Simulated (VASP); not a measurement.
Here is a VASP 6.6.1 calculation.

Contents of POSCAR:

```
Sn
1.0
   -1.8946518192      1.8946518192      1.8946518192
    1.8946518192     -1.8946518192      1.8946518192
    1.8946518192      1.8946518192     -1.8946518192
Sn
1
Direct
    0.0000000000      0.0000000000      0.0000000000
```

Contents of INCAR.step1:

```
  ALGO = Normal
  EDIFF = 1E-4
  ENCUT = 520
  GGA = PE
  ISMEAR = -1
  LASPH = True
  LCHARG = False
  LREAL = False
  LWAVE = True
  NBANDS = 13
  NELM = 80
  PREC = Accurate
  SIGMA = 0.08
```

Contents of INCAR.step2:

```
  ALGO = Normal
  EDIFF = 1E-8
  ENCUT = 520
  ISIF = 2
  ISMEAR = -1
  ISTART = 1
  LASPH = True
  LCHARG = False
  LEFG = True
  LMIXTAU = True
  LREAL = False
  LWAVE = False
  METAGGA = R2SCAN
  NBANDS = 13
  NELM = 80
  PREC = Accurate
  SIGMA = 0.08
```

The input KPOINTS:

```
k-points
0
Gamma
  14 14 14
```

Potentials or basis: VASP PAW PBE potentials, release 64 (Sn_d).

The run is started by

```bash
$ cat potpaw_PBE.64/Sn_d/POTCAR > POTCAR
$ cp INCAR.step1 INCAR
$ mpirun -np 1 vasp_std > vasp.out
$ cp INCAR.step2 INCAR
$ mpirun -np 1 vasp_std > vasp.out
```

Problem. Predict the pressure.

Solution. -0.5 GPa.

Problem. Estimate the band gap on the k mesh.

Solution. Zero (band 7 reaches 16.45 eV, above the bottom of band 8 at 5.45 eV).

Caveat: without QUAD_EFG the Cq values of the log hold for a quadrupole moment of 1 mb, not for the nuclei; the PAW data sets were made with another functional, which shifts forces and pressure a little; spin-orbit coupling is left out, which moves the levels of the heavy elements.
